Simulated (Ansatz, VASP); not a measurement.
KBr in VASP and in Ansatz

POSCAR

```
KBr
1.0
   -0.0409401220      3.6882992785      3.6882992785
    3.6882992785     -0.0409401220      3.6882992785
    3.6473591566      3.6473591566      0.0000000000
K Br
1 1
Direct
   -0.0025279309     -0.0025279309      0.0025279309
    0.2525279309      0.2525279309      0.2474720691
```

Contents of INCAR.step1:

```
PREC = Accurate ; ENCUT = 520
ISMEAR = 0 ; SIGMA = 0.01
LREAL = F ; LASPH = T
NELM = 80 ; NBANDS = 15
GGA = PE ; ALGO = Normal
EDIFF = 1E-4 ; LWAVE = T
LCHARG = F
```

INCAR.step2

```
PREC = Accurate ; ENCUT = 520
EDIFF = 1E-6 ; ISMEAR = 0
SIGMA = 0.01 ; LREAL = F
LASPH = T ; NELM = 80
ALGO = Normal ; ISIF = 2
LWAVE = F ; LCHARG = F
METAGGA = R2SCAN ; LMIXTAU = T
NBANDS = 15 ; ISTART = 1
```

KPOINTS

```
regular mesh
0
Gamma
  6 6 6
```

Input for Ansatz:

```yaml
crystal:
  lattice:
    - [-0.040940122, 3.6882992785, 3.6882992785]
    - [3.6882992785, -0.040940122, 3.6882992785]
    - [3.6473591566, 3.6473591566, 0.0]
  atoms:
    - { symbol: K, position: [-0.0025279309, -0.0025279309, 0.0025279309] }
    - { symbol: Br, position: [0.2525279309, 0.2525279309, 0.2474720691] }
kpoints:
  mp_grid: { grid: [6, 6, 6] }
  band_path:
    path:
      - [0.0, 0.0, 0.0]
      - [-0.5, -0.5, 0.0]
      - [-0.375, -0.375, 0.25]
      - [-0.375, 0.0, 0.375]
      - [0.0, 0.0, 0.5]
      - [-0.5, -0.25, 0.25]
      - [-0.225, 0.0, 0.225]
    npoints: 1
hamiltonian:
  xc: r2scan
scf:
  occupations: { method: fixed }
  n_extra_bands: 4
output:
  forces: true
  stress: true
  eigenvalues: true
  write_density: true
  write_potential: true
  elf: true
  volumetric_format: npy
```

Change from the starting cell: shear_xy strain -2.2%.

Alike in both runs: task single point; functional r2SCAN; k mesh 6 × 6 × 6; no spin polarisation.

|  | VASP | Ansatz |
| --- | --- | --- |
| version | VASP 6.6.1 | Ansatz 0.2.0 |
| potentials or method | VASP PAW PBE potentials, release 64 (K_sv, Br) | plane waves, PAW |
| plane-wave cutoff (eV) | 520 | 500 |
| occupations | gaussian, width 0.01 eV | fixed |
| valence electrons in the cell | 16 | 16 |

```tsv
	VASP	Ansatz	Ansatz less VASP
gap on the k mesh at the Fermi level (eV)	4.83	4.83	0.000
pressure (GPa)	0.0	0.0	-0.01
```

VASP's potentials were made for PBE, not for r2SCAN.
